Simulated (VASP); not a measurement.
# Pt5Au in VASP: notebook

Aim: see how the results for Pt5Au move with the level of theory and the settings. Levels: PBE, PBE+U. Tasks: single point.

All numbers are computed with VASP 6.6.1; they aren't measurements. Logs are shortened: lines on timing, memory, paths and dates and some standing lists are left out, and cuts for length are marked.

### 1 The cell of the first run

The cell holds a slab with vacuum, 6 atoms: a = 2.808 Å, b = 2.808 Å, c = 27.464 Å, α = 90.00°, β = 90.00°, γ = 120.00°.

### 2 Single point, PBE

Contents of INCAR:

```
SYSTEM = Pt5Au
  PREC = Accurate
  ENCUT = 520
  EDIFF = 1E-6
  ISMEAR = -1
  SIGMA = 0.08
  LREAL = .FALSE.
  LASPH = .TRUE.
  NELM = 60
  ALGO = Normal
  ISIF = 2
  LWAVE = .FALSE.
  LCHARG = .TRUE.
  LDIPOL = .TRUE.
  IDIPOL = 3
  DIPOL = 0.5 0.5 0.500
  GGA = PE
  LELF = .TRUE.
  LVHAR = .TRUE.
  LVACPOTAV = .TRUE.
  NBANDS = 40
```

Contents of KPOINTS:

```
Automatic mesh
0
G
  13 13 1
  0 0 0
```

Contents of POSCAR:

```
Pt5Au
1.0
    2.8080030017      0.0000000000      0.0000000000
   -1.4040015008      2.4318019334      0.0000000000
    0.0000000000      0.0000000000     27.4636000000
Au Pt
1 5
Direct
    0.1666666667      0.3333333333      0.2911533011
    0.5000000000      1.0000000000      0.3754613679
    0.8333333333      0.6666666667      0.4585441484
    0.1666666667      0.3333333333      0.5414558526
    0.5000000000      1.0000000000      0.6245386315
    0.8333333333      0.6666666667      0.7088466978
```

Potentials or basis: VASP PAW PBE potentials, release 64 (Au, Pt).

Started as:

```console
> cat potpaw_PBE.64/Au/POTCAR potpaw_PBE.64/Pt/POTCAR > POTCAR
> mpirun -np 1 vasp_std > vasp.out
```

OUTCAR:

```text
SYSTEM = Pt5Au
   PREC = Accurate
   ENCUT = 520
   EDIFF = 1E-6
   ISMEAR = -1
   LREAL = .FALSE.
   LASPH = .TRUE.
   NELM = 60
   ISIF = 2
   GGA = PE

 ion  position               nearest neighbor table
   1  0.167  0.333  0.291-   2 2.83   2 2.83   2 2.83
   2  0.500  0.000  0.375-   3 2.80   3 2.80   3 2.80   1 2.83   1 2.83   1 2.83
   3  0.833  0.667  0.459-   4 2.80   4 2.80   4 2.80   2 2.80   2 2.80   2 2.80
   4  0.167  0.333  0.541-   3 2.80   3 2.80   3 2.80   5 2.80   5 2.80   5 2.80
   5  0.500  0.000  0.625-   4 2.80   4 2.80   4 2.80   6 2.83   6 2.83   6 2.83
   6  0.833  0.667  0.709-   5 2.83   5 2.83   5 2.83

  LATTYP: Found a hexagonal cell.
 ALAT       =     2.8080030017
 C/A-ratio  =     9.7804738753

  Lattice vectors:

 A1 = (   2.8080030017,   0.0000000000,   0.0000000000)
 A2 = (  -1.4040015008,   2.4318019334,   0.0000000000)
 A3 = (   0.0000000000,   0.0000000000,  27.4636000000)

Analysis of symmetry for initial positions (statically):
=====================================================================
 Subroutine PRICEL returns:
 Original cell was already a primitive cell.

 Routine SETGRP: Setting up the symmetry group for a
 hexagonal supercell.

 Subroutine GETGRP returns: Found  6 space group operations
 (whereof  2 operations were pure point group operations)
 out of a pool of 24 trial point group operations.

The static configuration has the point symmetry C_1h.
 The point group associated with its full space group is C_3v.

Analysis of symmetry for dynamics (positions and initial velocities):
=====================================================================
 Subroutine PRICEL returns:
 Original cell was already a primitive cell.

 Routine SETGRP: Setting up the symmetry group for a
 hexagonal supercell.

 Subroutine GETGRP returns: Found  6 space group operations
 (whereof  2 operations were pure point group operations)
 out of a pool of 24 trial point group operations.

The dynamic configuration has the point symmetry C_1h.
 The point group associated with its full space group is C_3v.

 Subroutine INISYM returns: Found  6 space group operations
 (whereof  2 operations are pure point group operations),
 and found     1 'primitive' translations

----------------------------------------------------------------------------------------

                                     Primitive cell

  volume of cell :     187.5354

  direct lattice vectors                    reciprocal lattice vectors
     2.808003002  0.000000000  0.000000000     0.356124975  0.205608850  0.000000000
    -1.404001501  2.431801933  0.000000000     0.000000000  0.411217701  0.000000000
     0.000000000  0.000000000 27.463600000     0.000000000  0.000000000  0.036411832

  length of vectors
     2.808003002  2.808003002 27.463600000     0.411217701  0.411217701  0.036411832

  position of ions in fractional coordinates (direct lattice)
     0.166666667  0.333333333  0.291153301
     0.500000000  0.000000000  0.375461368
     0.833333333  0.666666667  0.458544148
     0.166666667  0.333333333  0.541455853
     0.500000000  0.000000000  0.624538632
     0.833333333  0.666666667  0.708846698

  ion indices of the primitive-cell ions
   primitive index   ion index
                 1           1
                 2           2
                 3           3
                 4           4
                 5           5
                 6           6

----------------------------------------------------------------------------------------

 KPOINTS: Automatic mesh

Automatic generation of k-mesh.
 Grid dimensions read from file:
 generate k-points for:   13   13    1

 Generating k-lattice:

  Cartesian coordinates                     Fractional coordinates (reciprocal lattice)
     0.027394229  0.015816065  0.000000000     0.076923077  0.000000000  0.000000000
     0.000000000  0.031632131  0.000000000     0.000000000  0.076923077  0.000000000
     0.000000000  0.000000000  0.036411832     0.000000000  0.000000000  1.000000000

  Length of vectors
     0.031632131  0.031632131  0.036411832

  Shift w.r.t. Gamma in fractional coordinates (k-lattice)
     0.000000000  0.000000000  0.000000000

 Subroutine IBZKPT returns following result:
 ===========================================

 Found     21 irreducible k-points:

 Following reciprocal coordinates:
            Coordinates               Weight
  0.000000  0.000000  0.000000      1.000000
  0.076923  0.000000  0.000000      6.000000
  0.153846 -0.000000  0.000000      6.000000
  0.230769  0.000000  0.000000      6.000000
  0.307692 -0.000000  0.000000      6.000000
  0.384615  0.000000  0.000000      6.000000
[... 13 lines left out ...]
  0.384615  0.230769  0.000000      6.000000
  0.307692  0.307692  0.000000      6.000000
   k-points           NKPTS =     21   k-points in BZ     NKDIM =     21   number of bands    NBANDS=     40
   number of dos      NEDOS =    301   number of ions     NIONS =      6
   total plane-waves  NPLWV = 120960
   dimension x,y,z NGX =    24 NGY =   24 NGZ =  210
   dimension x,y,z NGXF=    48 NGYF=   48 NGZF=  420
   ions per type =               1   5
   NGX,Y,Z   is equivalent  to a cutoff of  14.21, 14.21, 12.71 a.u.
   NGXF,Y,Z  is equivalent  to a cutoff of  28.42, 28.42, 25.42 a.u.
 SYSTEM =  Pt5Au
   PREC   = accura    normal or accurate (medium, high low for compatibility)
   ISTART =      0    job   : 0-new  1-cont  2-samecut
   ICHARG =      2    charge: 1-file 2-atom 10-const
   ISPIN  =      1    spin polarized calculation?
   LNONCOLLINEAR =      F non collinear calculations
   LSORBIT =      F    spin-orbit coupling
   LASPH  =      T    aspherical Exc in radial PAW
   ENCUT  =  520.0 eV  38.22 Ry    6.18 a.u.   5.22  5.22 51.06*2*pi/ulx,y,z
   NELM   =     60;   NELMIN=  2; NELMDL= -5     # of ELM steps
   EDIFF  = 0.1E-05   stopping-criterion for ELM
   LREAL  =      F    real-space projection
   EDIFFG = 0.1E-04   stopping-criterion for IOM
   NSW    =      0    number of steps for IOM
   IBRION =     -1    ionic relax: 0-MD 1-quasi-New 2-CG
   NFREE  =      0    steps in history (QN), initial steepest desc. (CG)
   ISIF   =      2    stress and relaxation
   ISYM   =      2    0-nonsym 1-usesym 2-fastsym
   POTIM  = 0.5000    time-step for ionic-motion
   TEBEG  =    0.0;   TEEND  =   0.0 temperature during run
   PSTRESS=    0.0 pullay stress
   NELECT =      61.0000    total number of electrons
   NUPDOWN=      -1.0000    fix difference up-down
   EMIN   =  10.00;   EMAX   =-10.00  energy-range for DOS
   EFERMI =   0.00;   METHOD = LEGACY
   ISMEAR =    -1;   SIGMA  =   0.08  broadening in eV -4-tet -1-fermi 0-gaus
   EFERMI_NEDOS =   21; number of points for ismear=-14 and -15
   IALGO  =     38    algorithm
   IMIX   =      4    mixing-type and parameters
     AMIX     =   0.40;   BMIX     =  1.00
     AMIX_MAG =   1.60;   BMIX_MAG =  1.00
  volume/ion in A,a.u.               =      31.26       210.93
  Fermi-wavevector in a.u.,A,eV,Ry     =   1.125875  2.127596 17.246685  1.267596
  Thomas-Fermi vector in A             =   2.262555
   LORBIT       =      0    0 simple, 1 ext, 2 COOP (PROOUT), +10 PAW based schemes
   GGA     = PE    functional components
   LHFCALC =     F    Hartree Fock is set to
   AEXX    =    0.0000 exact exchange contribution
   IVDW    =     0    specifies the selected vdW correction
   LEPSILON=     F    determine dielectric tensor
   LRPA    =     F    only Hartree local field effects (RPA)
 non-spin polarized calculation
  energy-cutoff  :      520.00
  volume of cell :      187.54
 maximum number of plane-waves:      5076
 NGX is ok and might be reduce to    24
   NGX = 11   NGY = 11   NGZ =103

 dipolmoment           0.000000      0.000000     -0.044286 electrons x Angstroem

 number of electron      60.9999994 magnetization

 dipolmoment           0.000000      0.000000      0.014460 electrons x Angstroem

 Free energy of the ion-electron system (eV)
  ---------------------------------------------------
  ext. energy  EPLUGINS =         0.00000000
  ---------------------------------------------------
  free energy    TOTEN  =       -32.75330827 eV

  energy without entropy =      -32.53456594  energy(sigma->0) =      -32.64393710

 E-fermi :   2.5000     XC(G=0):  -7.3405

 val. band max:        2.4985645954   @ k =   0.3846   0.1538   0.0000
 cond. band min:       2.5113627972   @ k =   0.1538  -0.0000   0.0000
 fundamental gap:      0.0127982018
 Fermi energy:         2.4999861528

 k-point     1 :       0.0000    0.0000    0.0000
  band No.  band energies     occupation
      1      -7.0724      2.00000
      2      -6.3819      2.00000
      3      -5.5290      2.00000
      4      -4.7976      2.00000
      5      -4.4666      2.00000
      6      -4.2471      2.00000
[... 32 lines left out ...]
     39       7.8780      0.00000
     40       8.6791      0.00000

 k-point     2 :       0.0769    0.0000    0.0000
  band No.  band energies     occupation
      1      -6.8711      2.00000
      2      -6.1862      2.00000
      3      -5.3336      2.00000
      4      -4.6006      2.00000
      5      -4.2819      2.00000
      6      -4.0546      2.00000
[... 32 lines left out ...]
     39       8.0027      0.00000
     40       8.8235      0.00000

 k-point     3 :       0.1538   -0.0000    0.0000
  band No.  band energies     occupation
      1      -6.2983      2.00000
      2      -5.6400      2.00000
      3      -4.8029      2.00000
      4      -4.0767      2.00000
      5      -3.7915      2.00000
      6      -3.5406      2.00000
[... 724 lines left out ...]
  band No.  band energies     occupation
      1      -3.3465      2.00000
      2      -3.2728      2.00000
      3      -2.9649      2.00000
      4      -2.9290      2.00000
      5      -2.7412      2.00000
      6      -2.5827      2.00000
[... 32 lines left out ...]
     39       9.1853      0.00000
     40       9.2959      0.00000

 k-point    21 :       0.3077    0.3077    0.0000
  band No.  band energies     occupation
      1      -3.0594      2.00000
      2      -3.0183      2.00000
      3      -2.8160      2.00000
      4      -2.7494      2.00000
      5      -2.5607      2.00000
      6      -2.4426      2.00000
[... 32 lines left out ...]
     39       9.5069      0.00000
     40       9.6785      0.00000

------------------------ aborting loop because EDIFF is reached ----------------------------------------

  FORCE on cell =-STRESS in cart. coord.  units (eV):
  Direction    XX          YY          ZZ          XY          YZ          ZX
  --------------------------------------------------------------------------------------
  -------------------------------------------------------------------------------------
  Total       -1.5721082     -1.5721082      1.6325467     -0.0000000     -0.0000000     -0.0000000
  in kB      -13.4310445    -13.4310445     13.9473902     -0.0000000     -0.0000000     -0.0000000
  external PRESSURE =      -4.3048996 kB  Pullay stress =       0.0000000 kB

 VOLUME and BASIS-vectors are now :
 -----------------------------------------------------------------------------
  energy-cutoff  :      520.00
  volume of cell :      187.54
      direct lattice vectors                 reciprocal lattice vectors
     2.808003002  0.000000000  0.000000000     0.356124975  0.205608850  0.000000000
    -1.404001501  2.431801933  0.000000000     0.000000000  0.411217701  0.000000000
     0.000000000  0.000000000 27.463600000     0.000000000  0.000000000  0.036411832

 POSITION                                       TOTAL-FORCE (eV/Angst)
 -----------------------------------------------------------------------------------
      0.00000      0.81060      7.99612         0.000000      0.000000     -0.636310
      1.40400      0.00000     10.31152        -0.000000      0.000000      0.474019
      1.40400      1.62120     12.59327         0.000000     -0.000000      0.167551
      0.00000      0.81060     14.87033         0.000000     -0.000000      0.019330
      1.40400      0.00000     17.15208         0.000000      0.000000      0.000683
      1.40400      1.62120     19.46748        -0.000000      0.000000     -0.025273
 -----------------------------------------------------------------------------------
    total drift:                                0.000000     -0.000000      0.000511

  FREE ENERGIE OF THE ION-ELECTRON SYSTEM (eV)
  ---------------------------------------------------
  free  energy   TOTEN  =       -32.7533082655 eV

  energy  without entropy=      -32.5345659393  energy(sigma->0) =      -32.64393710

 vacuum level on the upper side and lower side of the slab         8.193         7.809
```

Wall time 20 min (1 thread of Intel Xeon 8259CL, shared host); peak memory 0.38 GiB.

Results:

```yaml
Free_energy: -32.7533 eV
Largest_force: 0.636 eV/Å
Band_gap_on_the_k_mesh: zero (an odd number of electrons rules out a gap without spin polarisation)
```

Forces in eV/Å, atoms in the order of the input:
```
Au   0.000  0.000 -0.636
Pt   0.000  0.000  0.474
Pt   0.000  0.000  0.168
Pt   0.000  0.000  0.019
Pt   0.000  0.000  0.001
Pt   0.000  0.000 -0.025
```

Levels at points of the mesh, in eV from the Fermi level:
| k point | band 27 | band 28 | band 29 | band 30 | band 31 | band 32 | band 33 | band 34 | band 35 | band 36 |
| --- | --- | --- | --- | --- | --- | --- | --- | --- | --- | --- |
| (0.00, 0.00, 0.00) | -1.57 | -1.44 | -1.44 | -0.99 | -0.99 | -0.41 | -0.41 | -0.20 | -0.04 | -0.04 |

Caveat: spin-orbit coupling is left out, which moves the levels of the heavy elements.

### 3 Single point, PBE

Contents of INCAR:

```
PREC     = Accurate       # precision mode
ENCUT    = 520            # plane-wave cutoff, eV
EDIFF    = 1E-6           # SCF threshold, eV
ISMEAR   = -1             # smearing method
SIGMA    = 0.08           # smearing width, eV
LREAL    = False          # projectors in reciprocal space
LASPH    = True           # aspherical terms in the spheres
NELM     = 60             # most SCF steps
ALGO     = Normal         # electronic algorithm
ISIF     = 2              # what is computed and relaxed
LWAVE    = False          # write WAVECAR
LCHARG   = False          # write CHGCAR
LDIPOL   = True         
IDIPOL   = 3            
DIPOL    = 0.5 0.5 0.500
GGA      = PE             # functional
NBANDS   = 40             # bands
```

Contents of KPOINTS:

```
Automatic mesh
0
Gamma
  13 13 1
```

POSCAR is that of step 2.

Potentials or basis: VASP PAW PBE potentials, release 64 (Au, Pt).

Started as:

```console
> cat potpaw_PBE.64/Au/POTCAR potpaw_PBE.64/Pt/POTCAR > POTCAR
> mpirun -np 1 vasp_std > vasp.out
```

Run time: 22 min. Hardware: 1 thread of Intel Xeon 8259CL, shared host; peak memory 0.38 GiB.

The run converged. Its results:

```
Free energy            : -32.7533 eV
Largest force          : 0.636 eV/Å
Band gap on the k mesh : zero (an odd number of electrons rules out a gap without spin polarisation)
```

Forces on the atoms (eV/Å):
```
Au   0.000  0.000 -0.636
Pt   0.000  0.000  0.474
Pt   0.000  0.000  0.168
Pt   0.000  0.000  0.019
Pt   0.000  0.000  0.001
Pt   0.000  0.000 -0.025
```

Levels at points of the mesh, in eV from the Fermi level:
| k point | band 27 | band 28 | band 29 | band 30 | band 31 | band 32 | band 33 | band 34 | band 35 | band 36 |
| --- | --- | --- | --- | --- | --- | --- | --- | --- | --- | --- |
| (0.00, 0.00, 0.00) | -1.57 | -1.44 | -1.44 | -0.99 | -0.99 | -0.41 | -0.41 | -0.20 | -0.04 | -0.04 |

Caveat: spin-orbit coupling is left out, which moves the levels of the heavy elements.

### 4 Single point, PBE

Contents of INCAR:

```
ALGO = Normal
DIPOL = 0.5 0.5 0.500
EDIFF = 1E-7
ENCUT = 520
GGA = PE
IDIPOL = 3
ISIF = 2
ISMEAR = -1
LASPH = True
LCHARG = True
LDIPOL = True
LELF = True
LREAL = False
LVACPOTAV = True
LVHAR = True
LWAVE = False
NBANDS = 40
NELM = 80
PREC = Accurate
SIGMA = 0.08
```

Contents of KPOINTS:

```
k-points
0
Gamma
  13 13 1
```

Contents of POSCAR:

```
Pt5Au
1.0
    2.8080030017      0.0000000000      0.0000000000
   -1.4040015008      2.4318019334      0.0000000000
    0.0000000000      0.0000000000     27.4636000000
Pt Au
5 1
Direct
    0.1666666667      0.3333333333      0.2911533011
    0.5000000000      1.0000000000      0.3754613679
    0.1666666667      0.3333333333      0.5414558526
    0.5000000000      1.0000000000      0.6245386315
    0.8333333333      0.6666666667      0.7088466978
    0.8333333333      0.6666666667      0.4585441484
```

Potentials or basis: VASP PAW PBE potentials, release 64 (Pt, Au).

Started as:

```console
> cat potpaw_PBE.64/Pt/POTCAR potpaw_PBE.64/Au/POTCAR > POTCAR
> mpirun -np 1 vasp_std > vasp.out
```

Wall time 36 min (1 thread of Intel Xeon 8259CL, shared host); peak memory 0.39 GiB.

Results (log left out):

| Property | Result |
| --- | --- |
| Free energy | -32.3020 eV |
| Largest force | 0.624 eV/Å |
| Band gap on the k mesh | zero (an odd number of electrons rules out a gap without spin polarisation) |

Forces on the atoms (eV/Å):
```
Pt   0.000  0.000 -0.053
Pt   0.000  0.000 -0.624
Pt   0.000  0.000  0.565
Pt   0.000  0.000  0.118
Pt   0.000  0.000 -0.013
Au   0.000  0.000  0.007
```

Levels at points of the mesh, in eV from the Fermi level:
| k point | band 27 | band 28 | band 29 | band 30 | band 31 | band 32 | band 33 | band 34 | band 35 | band 36 |
| --- | --- | --- | --- | --- | --- | --- | --- | --- | --- | --- |
| (0.00, 0.00, 0.00) | -1.47 | -1.17 | -1.17 | -0.84 | -0.84 | -0.21 | -0.21 | -0.08 | -0.08 | 0.05 |

Caveat: spin-orbit coupling is left out, which moves the levels of the heavy elements.

### 5 Single point, PBE+U

Contents of INCAR:

```
ALGO = Normal
DIPOL = 0.5 0.5 0.500
EDIFF = 1E-6
ENCUT = 520
GGA = PE
IDIPOL = 3
ISIF = 2
ISMEAR = -1
LASPH = T
LCHARG = T
LDAU = T
LDAUJ = 0 0
LDAUL = 2 -1
LDAUPRINT = 1
LDAUTYPE = 2
LDAUU = 4 0
LDIPOL = T
LELF = T
LMAXMIX = 4
LREAL = F
LVACPOTAV = T
LVHAR = T
LWAVE = F
NBANDS = 40
NELM = 150
PREC = Accurate
SIGMA = 0.08
```

KPOINTS is that of step 4.

POSCAR is that of step 4.

Started as:

```console
> cat potpaw_PBE.64/Pt/POTCAR potpaw_PBE.64/Au/POTCAR > POTCAR
> mpirun -np 1 vasp_std > vasp.out
```

It took 21 min on 1 thread of Intel Xeon 8259CL, shared host; peak memory 0.39 GiB.

Results (log left out):

* Free energy: -18.0359 eV
* Largest force: 0.660 eV/Å
* Band gap on the k mesh: zero (an odd number of electrons rules out a gap without spin polarisation)

Forces in eV/Å, atoms in the order of the input:
```
Pt   0.000  0.000  0.193
Pt   0.000  0.000 -0.590
Pt   0.000  0.000  0.660
Pt   0.000  0.000  0.013
Pt   0.000  0.000 -0.280
Au   0.000  0.000  0.004
```

Levels at points of the mesh, in eV from the Fermi level:
```tsv
k point	band 27	band 28	band 29	band 30	band 31	band 32	band 33	band 34
(0.00, 0.00, 0.00)	-1.52	-1.52	-1.48	-1.11	-1.11	-0.52	-0.52	-0.33
```

Eigenvalues of the final occupation matrices:
```
    site  spin  trace               eigenvalues
site 1 d     1   4.21  0.77 0.77 0.85 0.90 0.90
site 1 d     2   4.21  0.77 0.77 0.85 0.90 0.90
site 2 d     1   4.24  0.81 0.81 0.81 0.90 0.90
site 2 d     2   4.24  0.81 0.81 0.81 0.90 0.90
site 3 d     1   4.24  0.81 0.81 0.84 0.90 0.90
site 3 d     2   4.24  0.81 0.81 0.84 0.90 0.90
site 4 d     1   4.20  0.76 0.82 0.82 0.90 0.90
site 4 d     2   4.20  0.76 0.82 0.82 0.90 0.90
site 5 d     1   4.20  0.77 0.77 0.86 0.90 0.90
site 5 d     2   4.20  0.77 0.77 0.86 0.90 0.90
```

Caveat: spin-orbit coupling is left out, which moves the levels of the heavy elements; U without spin polarisation on a metal has little footing; the U is typed as a test and isn't derived for this compound.

### 6 Summary

| level | potentials or basis | U | cell | gap on the mesh (eV) | largest force (eV/Å) |
| --- | --- | --- | --- | --- | --- |
| PBE | VASP PAW PBE potentials, release 64 (Au, Pt) | - | as given, atomic positions A | none | 0.64 |
| PBE | VASP PAW PBE potentials, release 64 (Pt, Au) | - | as given, atomic positions B | none | 0.62 |
| PBE+U | VASP PAW PBE potentials, release 64 (Pt, Au) | Pt d U = 4.0 eV | as given, atomic positions B | none | 0.66 |

Alike in all rows: task single point; no spin polarisation; k mesh 13 × 13 × 1; cutoff (eV) 520; smearing fermi-dirac 0.08 eV.

Caveats: spin-orbit coupling is left out, which moves the levels of the heavy elements; U without spin polarisation on a metal has little footing (at least some runs); the U is typed as a test and isn't derived for this compound (at least some runs).

Absolute energies hang on the potentials; compare differences alone.
